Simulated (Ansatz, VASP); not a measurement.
## TiC in VASP and in Ansatz

The input INCAR:

```
SYSTEM = TiC
ALGO = Normal
EDIFF = 1E-6
ENCUT = 520
GGA = PE
ISIF = 2
ISMEAR = 0
LASPH = .TRUE.
LCHARG = .TRUE.
LELF = .TRUE.
LREAL = .FALSE.
LVHAR = .TRUE.
LWAVE = .FALSE.
NBANDS = 15
NELM = 80
PREC = Accurate
SIGMA = 0.15
```

Contents of KPOINTS:

```
k-points
0
G
  18 18 18
  0 0 0
```

POSCAR

```
TiC
1.0
    0.0000000000      2.2289200000      2.0990800000
    2.2289200000      0.0000000000      2.0990800000
    2.2289200000      2.2289200000      0.0000000000
Ti C
1 1
Direct
    0.0000000000      0.0000000000      0.0000000000
    0.5000000000      0.5000000000      0.5000000000
```

Input for Ansatz:

```yaml
crystal:
  lattice:
    - [0.0, 2.22892, 2.09908]
    - [2.22892, 0.0, 2.09908]
    - [2.22892, 2.22892, 0.0]
  atoms:
    - { symbol: Ti, position: [0.0, 0.0, 0.0] }
    - { symbol: C, position: [0.5, 0.5, 0.5] }
basis:
  ecutwfc: 420
kpoints:
  mp_grid: { grid: [18, 18, 18] }
hamiltonian:
  xc: pbe
scf:
  occupations: { method: gaussian, width: 0.15 }
output:
  forces: true
  stress: true
  eigenvalues: true
```

Change from the starting cell: strain +0.030 along x and y, -0.030 along z, atoms carried along.

Alike in both runs: task single point; functional PBE; k mesh 18 × 18 × 18; occupations gaussian, width 0.15 eV; no spin polarisation.

|  | VASP | Ansatz |
| --- | --- | --- |
| version | VASP 6.6.1 | Ansatz 0.2.0 |
| potentials or method | VASP PAW PBE potentials, release 64 (Ti_sv, C), cutoff 520 eV | scalar-relativistic, plane waves, PAW |
| valence electrons in the cell | 16 | 16 |

|  | VASP | Ansatz | Ansatz less VASP |
| --- | --- | --- | --- |
| gap on the k mesh at the Fermi level (eV) | none | none | - |
| pressure (GPa) | -4.2 | -4.3 | -0.13 |
| traceless stress, the component that is largest in VASP (GPa) | 15.61 | 15.50 | -0.108 |

A gap of «none» marks a metal or a gap that the smearing closes. The functional is the same, so the differences come from potentials, cutoffs and numerics.
